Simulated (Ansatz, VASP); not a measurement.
# Two plane-wave programs on Ag

```xyz
1
Lattice="0.0000 2.0427 2.0427 2.0427 0.0000 2.0427 2.0427 2.0427 0.0000" Properties=species:S:1:pos:R:3 pbc="T T T"
Ag    0.0000    0.0000    0.0000
```

Alike in both runs: task relaxation of cell and atoms; functional PBEsol; k mesh 24 × 24 × 24; occupations fermi-dirac, width 0.1 eV; no spin polarisation.

|  | VASP | Ansatz |
| --- | --- | --- |
| version | VASP 6.6.1 | Ansatz 0.2.0 |
| potentials or method | VASP PAW PBE potentials, release 64 (Ag) | PAW with Ansatz's default frozen-core files, scalar-relativistic |
| plane-wave cutoff (eV) | 600 | 420 |
| valence electrons in the cell | 11 | 19 |

|  | VASP | Ansatz | Ansatz less VASP |
| --- | --- | --- | --- |
| relaxed volume (Å³/atom) | 16.62 | 16.65 | +0.031 |
| relaxed cell length with the largest relative difference (Å) | 2.865 | 2.866 | +0.0018 |

VASP's potentials were made for PBE, not for PBEsol. VASP's potentials hold 11 valence electrons a cell and Ansatz's 19, so a difference there can come from the potentials and not from the codes.
